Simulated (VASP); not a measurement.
# MgTe (F-43m) in VASP: a series of runs

MgTe is run at these levels: PBEsol; tasks: single point, relaxation of volume and atoms at fixed shape.

All numbers are computed with VASP 6.6.1; they aren't measurements. Logs are shortened: lines on timing, memory, paths and dates and some standing lists are left out, and cuts for length are marked.

## 1. The cell of the first run

The structure is cubic, space group F-43m (No. 216). Conventional cell: a = 6.448 Å, b = 6.448 Å, c = 6.448 Å, α = 90.00°, β = 90.00°, γ = 90.00°. Mg (site symmetry -43m) has 4 Te at 2.79 Å within 3.7 Å. Te (site symmetry -43m) has 4 Mg at 2.79 Å within 3.7 Å.

## 2. Single point, PBEsol

Input file INCAR:

```
PREC = Accurate ; ENCUT = 600
EDIFF = 1E-6 ; ISMEAR = -1
SIGMA = 0.05 ; LREAL = Auto
LASPH = True ; NELM = 120
ALGO = Normal ; ISIF = 2
LWAVE = False ; LCHARG = False
GGA = PS ; NBANDS = 166
GGA_COMPAT = False
```

Input file KPOINTS:

```
Automatic mesh
0
Gamma
  1 1 1
  0.5 0.5 0.5
```

Input file POSCAR:

```
MgTe
1.0
   12.8953643605      0.0000000000      0.0000000000
    0.0000000000     12.8953643605      0.0000000000
    0.0000000000      0.0000000000     12.8953643605
Mg Te
32 32
Direct
    0.0000000000      0.0000000000      0.0000000000
    0.0000000000      0.0000000000      0.5000000000
    0.0000000000      0.5000000000      0.0000000000
    0.0000000000      0.5000000000      0.5000000000
    0.5000000000      0.0000000000      0.0000000000
    0.5000000000      0.0000000000      0.5000000000
    0.5000000000      0.5000000000      0.0000000000
    0.5000000000      0.5000000000      0.5000000000
    0.2500000000      0.2500000000      0.0000000000
    0.2500000000      0.2500000000      0.5000000000
    0.2500000000      0.7500000000      0.0000000000
    0.2500000000      0.7500000000      0.5000000000
    0.7500000000      0.2500000000      0.0000000000
    0.7500000000      0.2500000000      0.5000000000
    0.7500000000      0.7500000000      0.0000000000
    0.7500000000      0.7500000000      0.5000000000
    0.2500000000      0.0000000000      0.2500000000
    0.2500000000      0.0000000000      0.7500000000
    0.2500000000      0.5000000000      0.2500000000
    0.2500000000      0.5000000000      0.7500000000
    0.7500000000      0.0000000000      0.2500000000
    0.7500000000      0.0000000000      0.7500000000
    0.7500000000      0.5000000000      0.2500000000
    0.7500000000      0.5000000000      0.7500000000
    0.0000000000      0.2500000000      0.2500000000
    0.0000000000      0.2500000000      0.7500000000
    0.0000000000      0.7500000000      0.2500000000
    0.0000000000      0.7500000000      0.7500000000
    0.5000000000      0.2500000000      0.2500000000
    0.5000000000      0.2500000000      0.7500000000
    0.5000000000      0.7500000000      0.2500000000
    0.5000000000      0.7500000000      0.7500000000
    0.1250000000      0.1250000000      0.1250000000
    0.1250000000      0.1250000000      0.6250000000
    0.1250000000      0.6250000000      0.1250000000
    0.1250000000      0.6250000000      0.6250000000
    0.6250000000      0.1250000000      0.1250000000
    0.6250000000      0.1250000000      0.6250000000
    0.6250000000      0.6250000000      0.1250000000
    0.6250000000      0.6250000000      0.6250000000
    0.3750000000      0.3750000000      0.1250000000
    0.3750000000      0.3750000000      0.6250000000
    0.3750000000      0.8750000000      0.1250000000
    0.3750000000      0.8750000000      0.6250000000
    0.8750000000      0.3750000000      0.1250000000
    0.8750000000      0.3750000000      0.6250000000
    0.8750000000      0.8750000000      0.1250000000
    0.8750000000      0.8750000000      0.6250000000
    0.3750000000      0.1250000000      0.3750000000
    0.3750000000      0.1250000000      0.8750000000
    0.3750000000      0.6250000000      0.3750000000
    0.3750000000      0.6250000000      0.8750000000
    0.8750000000      0.1250000000      0.3750000000
    0.8750000000      0.1250000000      0.8750000000
    0.8750000000      0.6250000000      0.3750000000
    0.8750000000      0.6250000000      0.8750000000
    0.1250000000      0.3750000000      0.3750000000
    0.1250000000      0.3750000000      0.8750000000
    0.1250000000      0.8750000000      0.3750000000
    0.1250000000      0.8750000000      0.8750000000
    0.6250000000      0.3750000000      0.3750000000
    0.6250000000      0.3750000000      0.8750000000
    0.6250000000      0.8750000000      0.3750000000
    0.6250000000      0.8750000000      0.8750000000
```

Potentials or basis: VASP PAW PBE potentials, release 64 (Mg, Te).

Command:

```console
> cat potpaw_PBE.64/Mg/POTCAR potpaw_PBE.64/Te/POTCAR > POTCAR
> mpirun -np 1 vasp_std > vasp.out
```

OUTCAR:

```text
PREC = Accurate
   ENCUT = 600
   EDIFF = 1E-6
   ISMEAR = -1
   LREAL = Auto
   LASPH = True
   NELM = 120
   ISIF = 2
   GGA = PS

 ion  position               nearest neighbor table
   1  0.000  0.000  0.000-  33 2.79  47 2.79  54 2.79  60 2.79
   2  0.000  0.000  0.500-  34 2.79  48 2.79  53 2.79  59 2.79
   3  0.000  0.500  0.000-  35 2.79  45 2.79  56 2.79  58 2.79
   4  0.000  0.500  0.500-  36 2.79  46 2.79  55 2.79  57 2.79
   5  0.500  0.000  0.000-  37 2.79  43 2.79  50 2.79  64 2.79
   6  0.500  0.000  0.500-  38 2.79  44 2.79  49 2.79  63 2.79
[... 56 lines left out ...]
  63  0.625  0.875  0.375-   6 2.79  16 2.79  21 2.79  31 2.79
  64  0.625  0.875  0.875-   5 2.79  15 2.79  22 2.79  32 2.79

  LATTYP: Found a simple cubic cell.
 ALAT       =    12.8953643605

  Lattice vectors:

 A1 = (  12.8953643605,   0.0000000000,   0.0000000000)
 A2 = (   0.0000000000,  12.8953643605,   0.0000000000)
 A3 = (   0.0000000000,   0.0000000000,  12.8953643605)

Analysis of symmetry for initial positions (statically):
=====================================================================
 Subroutine PRICEL returns following result:

  LATTYP: Found a face centered cubic cell.
 ALAT       =     6.4476821803

  Lattice vectors:

 A1 = (   3.2238410901,  -3.2238410901,   0.0000000000)
 A2 = (   3.2238410901,   0.0000000000,   3.2238410901)
 A3 = (   0.0000000000,  -3.2238410901,   3.2238410901)

  32 primitive cells build up your supercell.

 Routine SETGRP: Setting up the symmetry group for a
 simple cubic supercell.

 Subroutine GETGRP returns: Found 24 space group operations
 (whereof 24 operations were pure point group operations)
 out of a pool of 48 trial point group operations.

The static configuration has the point symmetry T_d .

Analysis of symmetry for dynamics (positions and initial velocities):
=====================================================================
 Subroutine PRICEL returns following result:

  LATTYP: Found a face centered cubic cell.
 ALAT       =     6.4476821803

  Lattice vectors:

 A1 = (   3.2238410901,  -3.2238410901,   0.0000000000)
 A2 = (   3.2238410901,   0.0000000000,   3.2238410901)
 A3 = (   0.0000000000,  -3.2238410901,   3.2238410901)

  32 primitive cells build up your supercell.

 Routine SETGRP: Setting up the symmetry group for a
 simple cubic supercell.

 Subroutine GETGRP returns: Found 24 space group operations
 (whereof 24 operations were pure point group operations)
 out of a pool of 48 trial point group operations.

The dynamic configuration has the point symmetry T_d .

 Subroutine INISYM returns: Found 24 space group operations
 (whereof 24 operations are pure point group operations),
 and found    32 'primitive' translations

----------------------------------------------------------------------------------------

                                     Primitive cell

  volume of cell :      67.0117

  direct lattice vectors                    reciprocal lattice vectors
     3.223841090 -3.223841090  0.000000000     0.155094493 -0.155094493 -0.155094493
     3.223841090  0.000000000  3.223841090     0.155094493  0.155094493  0.155094493
     0.000000000 -3.223841090  3.223841090    -0.155094493 -0.155094493  0.155094493

  length of vectors
     4.559199793  4.559199793  4.559199793     0.268631542  0.268631542  0.268631542

  position of ions in fractional coordinates (direct lattice)
     0.000000000  0.000000000  0.000000000
     0.750000000  0.750000000  0.750000000

  ion indices of the primitive-cell ions
   primitive index   ion index
                 1           1
                 2          33

----------------------------------------------------------------------------------------

 KPOINTS: Automatic mesh

Automatic generation of k-mesh.
 Grid dimensions read from file:
 generate k-points for:    1    1    1

 Generating k-lattice:

  Cartesian coordinates                     Fractional coordinates (reciprocal lattice)
     0.077547247  0.000000000  0.000000000     1.000000000  0.000000000  0.000000000
     0.000000000  0.077547247  0.000000000     0.000000000  1.000000000  0.000000000
     0.000000000  0.000000000  0.077547247     0.000000000  0.000000000  1.000000000

  Length of vectors
     0.077547247  0.077547247  0.077547247

  Shift w.r.t. Gamma in fractional coordinates (k-lattice)
     0.500000000  0.500000000  0.500000000

 Subroutine IBZKPT returns following result:
 ===========================================

 Found      1 irreducible k-points:

 Following reciprocal coordinates:
            Coordinates               Weight
  0.500000  0.500000  0.500000      1.000000
   k-points           NKPTS =      1   k-points in BZ     NKDIM =      1   number of bands    NBANDS=    166
   number of dos      NEDOS =    301   number of ions     NIONS =     64
   total plane-waves  NPLWV = ******
   dimension x,y,z NGX =   108 NGY =  108 NGZ =  108
   dimension x,y,z NGXF=   216 NGYF=  216 NGZF=  216
   ions per type =              32  32
   NGX,Y,Z   is equivalent  to a cutoff of  13.92, 13.92, 13.92 a.u.
   NGXF,Y,Z  is equivalent  to a cutoff of  27.85, 27.85, 27.85 a.u.
 SYSTEM =  unknown system
   PREC   = accura    normal or accurate (medium, high low for compatibility)
   ISTART =      0    job   : 0-new  1-cont  2-samecut
   ICHARG =      2    charge: 1-file 2-atom 10-const
   ISPIN  =      1    spin polarized calculation?
   LNONCOLLINEAR =      F non collinear calculations
   LSORBIT =      F    spin-orbit coupling
   LASPH  =      T    aspherical Exc in radial PAW
   ENCUT  =  600.0 eV  44.10 Ry    6.64 a.u.  25.76 25.76 25.76*2*pi/ulx,y,z
   NELM   =    120;   NELMIN=  2; NELMDL= -5     # of ELM steps
   EDIFF  = 0.1E-05   stopping-criterion for ELM
   LREAL  =      T    real-space projection
   EDIFFG = 0.1E-04   stopping-criterion for IOM
   NSW    =      0    number of steps for IOM
   IBRION =     -1    ionic relax: 0-MD 1-quasi-New 2-CG
   NFREE  =      0    steps in history (QN), initial steepest desc. (CG)
   ISIF   =      2    stress and relaxation
   ISYM   =      2    0-nonsym 1-usesym 2-fastsym
   POTIM  = 0.5000    time-step for ionic-motion
   TEBEG  =    0.0;   TEEND  =   0.0 temperature during run
   PSTRESS=    0.0 pullay stress
   NELECT =     256.0000    total number of electrons
   NUPDOWN=      -1.0000    fix difference up-down
   EMIN   =  10.00;   EMAX   =-10.00  energy-range for DOS
   EFERMI =   0.00;   METHOD = LEGACY
   ISMEAR =    -1;   SIGMA  =   0.05  broadening in eV -4-tet -1-fermi 0-gaus
   EFERMI_NEDOS =   21; number of points for ismear=-14 and -15
   IALGO  =     38    algorithm
   IMIX   =      4    mixing-type and parameters
     AMIX     =   0.40;   BMIX     =  1.00
     AMIX_MAG =   1.60;   BMIX_MAG =  1.00
  volume/ion in A,a.u.               =      33.51       226.11
  Fermi-wavevector in a.u.,A,eV,Ry     =   0.806098  1.523304  8.840985  0.649794
  Thomas-Fermi vector in A             =   1.914467
   LORBIT       =      0    0 simple, 1 ext, 2 COOP (PROOUT), +10 PAW based schemes
   GGA     = PS    functional components
   LHFCALC =     F    Hartree Fock is set to
   AEXX    =    0.0000 exact exchange contribution
   IVDW    =     0    specifies the selected vdW correction
   LEPSILON=     F    determine dielectric tensor
   LRPA    =     F    only Hartree local field effects (RPA)
 non-spin polarized calculation
  energy-cutoff  :      600.00
  volume of cell :     2144.38
 maximum number of plane-waves:     71760
 NGX is ok and might be reduce to   108
   NGX = 51   NGY = 51   NGZ = 51

 number of electron     256.0000005 magnetization

 Free energy of the ion-electron system (eV)
  ---------------------------------------------------
  ext. energy  EPLUGINS =         0.00000000
  ---------------------------------------------------
  free energy    TOTEN  =      -219.68792912 eV

  energy without entropy =     -219.68792912  energy(sigma->0) =     -219.68792912

 E-fermi :   2.9790     XC(G=0):  -8.0205

 val. band max:        1.6172502742   @ k =   0.5000   0.5000   0.5000
 cond. band min:       5.2310431841   @ k =   0.5000   0.5000   0.5000
 fundamental gap:      3.6137929099
 Fermi energy:         2.9790325321

 k-point     1 :       0.5000    0.5000    0.5000
  band No.  band energies     occupation
      1      -8.1132      2.00000
      2      -8.1132      2.00000
      3      -8.1132      2.00000
      4      -8.1132      2.00000
      5      -8.1132      2.00000
      6      -8.1132      2.00000
[... 132 lines left out ...]
    139       5.4407      0.00000
    140       5.4407      0.00000
 [bands above 140 left out]

------------------------ aborting loop because EDIFF is reached ----------------------------------------

  FORCE on cell =-STRESS in cart. coord.  units (eV):
  Direction    XX          YY          ZZ          XY          YZ          ZX
  --------------------------------------------------------------------------------------
  -------------------------------------------------------------------------------------
  Total       -1.7281929     -1.7281929     -1.7281929      0.0000000      0.0000000      0.0000000
  in kB       -1.2912250     -1.2912250     -1.2912250      0.0000000      0.0000000      0.0000000
  external PRESSURE =      -1.2912250 kB  Pullay stress =       0.0000000 kB

 VOLUME and BASIS-vectors are now :
 -----------------------------------------------------------------------------
  energy-cutoff  :      600.00
  volume of cell :     2144.38
      direct lattice vectors                 reciprocal lattice vectors
    12.895364361  0.000000000  0.000000000     0.077547247  0.000000000  0.000000000
     0.000000000 12.895364361  0.000000000     0.000000000  0.077547247  0.000000000
     0.000000000  0.000000000 12.895364361     0.000000000  0.000000000  0.077547247

 POSITION                                       TOTAL-FORCE (eV/Angst)
 -----------------------------------------------------------------------------------
      0.00000      0.00000      0.00000         0.000000     -0.000000      0.000000
      0.00000      0.00000      6.44768         0.000000     -0.000000      0.000000
      0.00000      6.44768      0.00000         0.000000     -0.000000     -0.000000
      0.00000      6.44768      6.44768         0.000000     -0.000000      0.000000
      6.44768      0.00000      0.00000         0.000000     -0.000000      0.000000
      6.44768      0.00000      6.44768         0.000000      0.000000      0.000000
[... 56 lines left out ...]
      8.05960     11.28344      4.83576        -0.000000      0.000000     -0.000000
      8.05960     11.28344     11.28344        -0.000000     -0.000000      0.000000
 -----------------------------------------------------------------------------------
    total drift:                               -0.000000     -0.000000      0.000000

  FREE ENERGIE OF THE ION-ELECTRON SYSTEM (eV)
  ---------------------------------------------------
  free  energy   TOTEN  =      -219.6879291160 eV

  energy  without entropy=     -219.6879291160  energy(sigma->0) =     -219.68792912
```

Run time: 20 min. Hardware: 1 thread of Oxide Virtual Turin-like, shared host; peak memory 2 GiB.

What came out:

```yaml
Free_energy: -219.6879 eV
Pressure: -0.1 GPa
Band_gap_on_the_k_mesh: 3.61 eV
```

Levels at points of the mesh, in eV from the valence-band top:
| k point | band 126 | band 127 | band 128 | band 129 | band 130 | band 131 |
| --- | --- | --- | --- | --- | --- | --- |
| (0.50, 0.50, 0.50) | 0.00 | 0.00 | 0.00 | 3.61 | 3.61 | 3.61 |

Caveat: the PAW data sets were made with another functional, which shifts forces and pressure a little; spin-orbit coupling is left out, which moves the levels of the heavy elements; a shifted mesh leaves out Γ, where band edges can lie. A k mesh can miss the band edges.

## 3. Relaxation of volume and atoms at fixed shape, PBEsol

This run uses another cell than the first one, of 33.37 Å³/atom.

Input file INCAR:

```
SYSTEM = MgTe
  ALGO = Normal
  EDIFF = 1E-7
  EDIFFG = -0.03
  ENCUT = 600
  GGA = PS
  GGA_COMPAT = .FALSE.
  IBRION = 2
  ISIF = 8
  ISMEAR = -1
  LASPH = .TRUE.
  LCHARG = .FALSE.
  LREAL = Auto
  LWAVE = .FALSE.
  NCORE = 4
  NELM = 120
  NELMIN = 4
  NSW = 100
  PREC = Accurate
  SIGMA = 0.05
```

KPOINTS is that of step 2.

Changes to POSCAR since step 2:

```diff
@@ -2,5 +2,5 @@
 1.0
-   12.8953643605      0.0000000000      0.0000000000
-    0.0000000000     12.8953643605      0.0000000000
-    0.0000000000      0.0000000000     12.8953643605
+   12.8776180000      0.0000000000      0.0000000000
+    0.0000000000     12.8776180000      0.0000000000
+    0.0000000000      0.0000000000     12.8776180000
 Mg Te
```

Potentials or basis: VASP PAW PBE potentials, release 64 (Mg, Te).

Command:

```console
> cat potpaw_PBE.64/Mg/POTCAR potpaw_PBE.64/Te/POTCAR > POTCAR
> mpirun -np 4 vasp_std > vasp.out
```

It took 11 min on 4 MPI ranks of Oxide Virtual Turin-like, shared host; peak memory 0.77 GiB.

It converged, with:

- Free energy: -219.6891 eV
- Relaxed volume: 33.47 Å³/atom
- Relaxed cell: a = 12.891 Å, b = 12.891 Å, c = 12.891 Å, α = 90.00°, β = 90.00°, γ = 90.00°
- Space group after relaxing (to 0.1 Å): F-43m (No. 216)
- Energy gained by relaxing: 0.1 meV/atom
- Ionic steps: 3
- Pressure after relaxing: -0.1 GPa
- Band gap on the k mesh: 3.62 eV

Step by step:
```csv
step,energy change (eV),largest force (eV/Å),pressure (GPa),volume (Å³)
1,0.0000,0.0000,0.23,2135.53
2,0.0014,0.0000,-0.21,2150.67
3,-0.0069,0.0000,-0.10,2142.15
```

Final structure:
```xyz
64
Lattice="12.8909 0.0000 0.0000 0.0000 12.8909 0.0000 0.0000 0.0000 12.8909" Properties=species:S:1:pos:R:3 pbc="T T T"
Mg    0.0000    0.0000    0.0000
Mg    0.0000    0.0000    6.4455
Mg    0.0000    6.4455    0.0000
Mg    0.0000    6.4455    6.4455
Mg    6.4455    0.0000    0.0000
Mg    6.4455    0.0000    6.4455
Mg    6.4455    6.4455    0.0000
Mg    6.4455    6.4455    6.4455
Mg    3.2227    3.2227    0.0000
Mg    3.2227    3.2227    6.4455
Mg    3.2227    9.6682    0.0000
Mg    3.2227    9.6682    6.4455
Mg    9.6682    3.2227    0.0000
Mg    9.6682    3.2227    6.4455
Mg    9.6682    9.6682    0.0000
Mg    9.6682    9.6682    6.4455
Mg    3.2227    0.0000    3.2227
Mg    3.2227    0.0000    9.6682
Mg    3.2227    6.4455    3.2227
Mg    3.2227    6.4455    9.6682
Mg    9.6682    0.0000    3.2227
Mg    9.6682    0.0000    9.6682
Mg    9.6682    6.4455    3.2227
Mg    9.6682    6.4455    9.6682
Mg    0.0000    3.2227    3.2227
Mg    0.0000    3.2227    9.6682
Mg    0.0000    9.6682    3.2227
Mg    0.0000    9.6682    9.6682
Mg    6.4455    3.2227    3.2227
Mg    6.4455    3.2227    9.6682
Mg    6.4455    9.6682    3.2227
Mg    6.4455    9.6682    9.6682
Te    1.6114    1.6114    1.6114
Te    1.6114    1.6114    8.0568
Te    1.6114    8.0568    1.6114
Te    1.6114    8.0568    8.0568
Te    8.0568    1.6114    1.6114
Te    8.0568    1.6114    8.0568
Te    8.0568    8.0568    1.6114
Te    8.0568    8.0568    8.0568
Te    4.8341    4.8341    1.6114
Te    4.8341    4.8341    8.0568
Te    4.8341   11.2795    1.6114
Te    4.8341   11.2795    8.0568
Te   11.2795    4.8341    1.6114
Te   11.2795    4.8341    8.0568
Te   11.2795   11.2795    1.6114
Te   11.2795   11.2795    8.0568
Te    4.8341    1.6114    4.8341
Te    4.8341    1.6114   11.2795
Te    4.8341    8.0568    4.8341
Te    4.8341    8.0568   11.2795
Te   11.2795    1.6114    4.8341
Te   11.2795    1.6114   11.2795
Te   11.2795    8.0568    4.8341
Te   11.2795    8.0568   11.2795
Te    1.6114    4.8341    4.8341
Te    1.6114    4.8341   11.2795
Te    1.6114   11.2795    4.8341
Te    1.6114   11.2795   11.2795
Te    8.0568    4.8341    4.8341
Te    8.0568    4.8341   11.2795
Te    8.0568   11.2795    4.8341
Te    8.0568   11.2795   11.2795
```

Levels at points of the mesh, in eV from the valence-band top:
```
           k point  band 125  band 126  band 127  band 128  band 129  band 130  band 131  band 132
(0.50, 0.50, 0.50)      0.00      0.00      0.00      0.00      3.62      3.62      3.62      3.62
```

Caveat: the PAW data sets were made with another functional, which shifts forces and pressure a little; spin-orbit coupling is left out, which moves the levels of the heavy elements; a shifted mesh leaves out Γ, where band edges can lie. A k mesh can miss the band edges.
